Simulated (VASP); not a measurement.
# Co (P6_3/mmc) in VASP: single point with LDA

Aim: the single point of Co with LDA.

Program: VASP 6.6.1. These are calculated values, not measurements. Logs are shortened: lines on timing, memory, paths and dates and some standing lists are left out, and cuts for length are marked.

**1. The cell of the first run**

Symmetry: P6_3/mmc, No. 194, hexagonal system. The conventional cell has a = 2.429 Å, b = 2.429 Å, c = 3.918 Å, α = 90.00°, β = 90.00°, γ = 120.00°. Within 3.2 Å of Co (site symmetry -6m2) lie 12 Co at 2.41 to 2.43 Å.

**2. Single point, LDA, collinear spin, ferromagnetic start**

File INCAR:

```
SYSTEM = Co
PREC = Accurate
ENCUT = 520
EDIFF = 1E-6
ISMEAR = 0
SIGMA = 0.05
LREAL = .FALSE.
LASPH = .TRUE.
NELM = 150
ALGO = Normal
ISIF = 2
LWAVE = .FALSE.
LCHARG = .FALSE.
ISPIN = 2
MAGMOM = 1.5 1.5 1.5 1.5
LORBIT = 11
LMAXMIX = 4
GGA = CA
NBANDS = 30
```

File KPOINTS:

```
Automatic mesh
0
G
  16 16 6
  0 0 0
```

File POSCAR:

```
Co
1.0
    2.4294651523      0.0000000000      0.0000000000
   -1.2147325761      2.1039785395      0.0000000000
    0.0000000000      0.0000000000      7.8359489186
Co
4
Direct
    0.3333333333      0.6666666667      0.1250000000
    0.6666666667      0.3333333333      0.3750000000
    0.3333333333      0.6666666667      0.6250000000
    0.6666666667      0.3333333333      0.8750000000
```

Potentials or basis: VASP PAW LDA potentials, release 64 (Co).

Launch:

```
$ cat potpaw_LDA.64/Co/POTCAR > POTCAR
$ mpirun -np 1 vasp_std > vasp.out
```

OUTCAR:

```text
SYSTEM = Co
   PREC = Accurate
   ENCUT = 520
   EDIFF = 1E-6
   ISMEAR = 0
   LREAL = .FALSE.
   LASPH = .TRUE.
   NELM = 150
   ISIF = 2
   ISPIN = 2
   LORBIT = 11
   GGA = CA

 ion  position               nearest neighbor table
   1  0.333  0.667  0.125-   2 2.41   4 2.41   2 2.41   4 2.41   2 2.41   4 2.41
   2  0.667  0.333  0.375-   1 2.41   3 2.41   1 2.41   3 2.41   1 2.41   3 2.41
   3  0.333  0.667  0.625-   2 2.41   4 2.41   2 2.41   4 2.41   2 2.41   4 2.41
   4  0.667  0.333  0.875-   1 2.41   3 2.41   1 2.41   3 2.41   1 2.41   3 2.41

  LATTYP: Found a hexagonal cell.
 ALAT       =     2.4294651523
 C/A-ratio  =     3.2253802493

  Lattice vectors:

 A1 = (   2.4294651523,   0.0000000000,   0.0000000000)
 A2 = (  -1.2147325761,   2.1039785395,   0.0000000000)
 A3 = (   0.0000000000,   0.0000000000,   7.8359489186)

Analysis of symmetry for initial positions (statically):
=====================================================================
 Subroutine PRICEL returns following result:

  LATTYP: Found a hexagonal cell.
 ALAT       =     2.4294651523
 C/A-ratio  =     1.6126901247
[... 12 lines left out ...]
 Subroutine GETGRP returns: Found 24 space group operations
 (whereof 12 operations were pure point group operations)
 out of a pool of 24 trial point group operations.

The static configuration has the point symmetry D_3d.
 The point group associated with its full space group is D_6h.

Analysis of symmetry for dynamics (positions and initial velocities):
=====================================================================
 Subroutine PRICEL returns following result:

  LATTYP: Found a hexagonal cell.
 ALAT       =     2.4294651523
 C/A-ratio  =     1.6126901247
[... 12 lines left out ...]
 Subroutine GETGRP returns: Found 24 space group operations
 (whereof 12 operations were pure point group operations)
 out of a pool of 24 trial point group operations.

The dynamic configuration has the point symmetry D_3d.
 The point group associated with its full space group is D_6h.

Analysis of structural, dynamic, and magnetic symmetry:
=====================================================================
 Subroutine PRICEL returns following result:

  LATTYP: Found a hexagonal cell.
 ALAT       =     2.4294651523
 C/A-ratio  =     1.6126901247
[... 12 lines left out ...]
 Subroutine GETGRP returns: Found 24 space group operations
 (whereof 12 operations were pure point group operations)
 out of a pool of 24 trial point group operations.

The overall configuration has the point symmetry D_3d.
 The point group associated with its full space group is D_6h.

 Subroutine INISYM returns: Found 24 space group operations
 (whereof 12 operations are pure point group operations),
 and found     2 'primitive' translations

----------------------------------------------------------------------------------------
[... 120 lines left out ...]
   AEXX    =    0.0000 exact exchange contribution
   IVDW    =     0    specifies the selected vdW correction
   LEPSILON=     F    determine dielectric tensor
   LRPA    =     F    only Hartree local field effects (RPA)
 spin polarized calculation
 Gauss-broadening in eV      SIGMA  =   0.05
  energy-cutoff  :      520.00
  volume of cell :       40.05
 maximum number of plane-waves:      1110
   NGX =  9   NGY =  9   NGZ = 29

 number of electron      35.9999982 magnetization       6.0061230

 Free energy of the ion-electron system (eV)
  ---------------------------------------------------
  ext. energy  EPLUGINS =         0.00000000
  ---------------------------------------------------
  free energy    TOTEN  =       -32.50672017 eV

  energy without entropy =      -32.50294020  energy(sigma->0) =      -32.50483018

 E-fermi :  11.0704     XC(G=0): -14.2144

 val. band max:       11.0566796575   @ k =   0.1875   0.1875   0.5000
 cond. band min:      11.0719122797   @ k =   0.2500   0.0000   0.1667
 fundamental gap:      0.0152326222
 Fermi energy:        11.0703642972

 spin component 1

 k-point     1 :       0.0000    0.0000    0.0000
  band No.  band energies     occupation
      1       1.7195      1.00000
      2       4.0909      1.00000
      3       4.0909      1.00000
      4       5.6494      1.00000
      5       8.1483      1.00000
      6       8.1483      1.00000
[... 781 lines left out ...]
     29      23.3840      0.00000
     30      25.4432      0.00000

 [... further k-points ...]

 spin component 2

 k-point     1 :       0.0000    0.0000    0.0000
  band No.  band energies     occupation
      1       1.9054      1.00000
      2       4.3415      1.00000
      3       4.3415      1.00000
      4       6.5229      1.00000
      5       9.3421      1.00000
      6       9.3421      1.00000
[... 781 lines left out ...]
     29      24.0093      0.00000
     30      25.9856      0.00000

 [... further k-points ...]
[... 5 lines left out ...]
  --------------------------------------------------------------------------------------
  -------------------------------------------------------------------------------------
  Total       -0.2167773     -0.2167773     -0.3626914     -0.0000000     -0.0000000     -0.0000000
  in kB       -8.6712304     -8.6712304    -14.5078893     -0.0000000     -0.0000000     -0.0000000
  external PRESSURE =     -10.6167834 kB  Pullay stress =       0.0000000 kB

 VOLUME and BASIS-vectors are now :
 -----------------------------------------------------------------------------
  energy-cutoff  :      520.00
  volume of cell :       40.05
      direct lattice vectors                 reciprocal lattice vectors
     2.429465152  0.000000000  0.000000000     0.411613231  0.237645009  0.000000000
    -1.214732576  2.103978539  0.000000000     0.000000000  0.475290019  0.000000000
     0.000000000  0.000000000  7.835948919     0.000000000  0.000000000  0.127616963

 POSITION                                       TOTAL-FORCE (eV/Angst)
 -----------------------------------------------------------------------------------
     -0.00000      1.40265      0.97949         0.000000     -0.000000      0.000000
      1.21473      0.70133      2.93848         0.000000      0.000000      0.000000
     -0.00000      1.40265      4.89747        -0.000000     -0.000000      0.000000
      1.21473      0.70133      6.85646         0.000000      0.000000      0.000000
 -----------------------------------------------------------------------------------
    total drift:                                0.000000     -0.000000     -0.000000

  FREE ENERGIE OF THE ION-ELECTRON SYSTEM (eV)
  ---------------------------------------------------
  free  energy   TOTEN  =       -32.5067201671 eV

  energy  without entropy=      -32.5029402000  energy(sigma->0) =      -32.50483018

 total charge

# of ion       s       p       d       tot
------------------------------------------
    1        0.523   0.589   7.338   8.450
    2        0.523   0.589   7.338   8.450
    3        0.523   0.589   7.338   8.450
    4        0.523   0.589   7.338   8.450
--------------------------------------------------
tot          2.092   2.355  29.352  33.799

 magnetization (x)

# of ion       s       p       d       tot
------------------------------------------
    1       -0.014  -0.040   1.549   1.495
    2       -0.014  -0.040   1.549   1.495
    3       -0.014  -0.040   1.549   1.495
    4       -0.014  -0.040   1.549   1.495
--------------------------------------------------
tot         -0.054  -0.161   6.195   5.980
```

It took 5.1 min on 1 thread of Oxide Virtual Turin-like, shared host; peak memory 0.25 GiB.

Results:

```
Free energy                                           : -32.5067 eV
Pressure                                              : -1.1 GPa
Band gap on the k mesh                                : zero (filled and empty bands overlap)
Net moment                                            : 6.01 μB per cell
Site moments                                          : Co +1.50 μB
Valence electrons inside the program's atomic spheres : Co 8.45
```
